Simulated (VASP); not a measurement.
Write the native input for VASP 6.6.1 that does the following.

| Item | Value |
| --- | --- |
| Task | single point |
| Functional | PBE |
| Potentials or basis | VASP PAW PBE potentials, release 64 (Re) |
| Cutoff | 520 eV |
| k mesh | 6 × 6 × 8 |
| Occupations | gaussian, width 0.1 eV |
| Spin | collinear spin, ferromagnetic start |
| Starting moments | [1.0, 1.0] μB |
| Dipole correction | no |
| Further INCAR settings | ALGO = Fast; EDIFF = 1e-06; NBANDS = 18 |

The structure of Re lies in POSCAR:

```
Re
1.0
    4.3959678876      0.0000000000      0.0000000000
   -2.1979839438      3.8070198649      0.0000000000
    0.0000000000      0.0000000000      2.4514798196
Re
2
Direct
    0.3333333333      0.6666666667      0.0000000000
    0.6666666667      0.3333333333      0.0000000000
```

The input as run:

INCAR

```
  ALGO = Fast
  EDIFF = 1E-6
  ENCUT = 520
  GGA = PE
  ISIF = 2
  ISMEAR = 0
  ISPIN = 2
  LASPH = True
  LCHARG = True
  LELF = True
  LMAXMIX = 4
  LORBIT = 11
  LREAL = False
  LVHAR = True
  LWAVE = False
  MAGMOM = 1 1
  NBANDS = 18
  NELM = 150
  PREC = Accurate
  SIGMA = 0.1
```

KPOINTS

```
k-points
0
Gamma
  6 6 8
```

Potentials or basis: VASP PAW PBE potentials, release 64 (Re).

The run is started by

```bash
$ cat potpaw_PBE.64/Re/POTCAR > POTCAR
$ mpirun -np 1 vasp_std > vasp.out
```

It gave:

```yaml
Pressure: 1.0 GPa
Band_gap_on_the_k_mesh: zero (filled and empty bands overlap)
Net_moment: 0.00 μB per cell
Valence_electrons_inside_the_program's_atomic_spheres: Re 6.15
```

Caveat: spin-orbit coupling is left out, which moves the levels of the heavy elements.

Wall time 51 s on 1 thread of Intel(R) Xeon(R) Platinum 8488C (Sapphire Rapids) (shared host), peak memory 0.19 GiB.
